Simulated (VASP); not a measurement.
Input of a VASP 6.6.1 run:

The input INCAR:

```
ALGO = Normal
EDIFF = 1E-6
ENCUT = 520
ISIF = 2
ISMEAR = 1
LASPH = T
LCHARG = F
LREAL = F
LWAVE = F
NBANDS = 11
NELM = 80
PREC = Accurate
SIGMA = 0.03
```

File KPOINTS:

```
k-points
0
Gamma
  10 10 10
```

POSCAR

```
Si
1.0
    0.0000000000      2.7016643793      2.7016643793
    2.7016643793      0.0000000000      2.7016643793
    2.7016643793      2.7016643793      0.0000000000
Si
2
Direct
    0.5000000000      0.5000000000      0.5000000000
    0.7500000000      0.7500000000      0.7500000000
```

Potentials or basis: VASP PAW LDA potentials, release 64 (Si).

The run is started by

```sh
$ cat potpaw_LDA.64/Si/POTCAR > POTCAR
$ mpirun -np 1 vasp_std > vasp.out
```

Predict the pressure.

0.0 GPa.

Predict the band gap on the k mesh.

0.45 eV, indirect (least direct gap 2.53 eV).

A k mesh can miss the band edges. As with any semilocal functional, this LDA gap is likely too small.
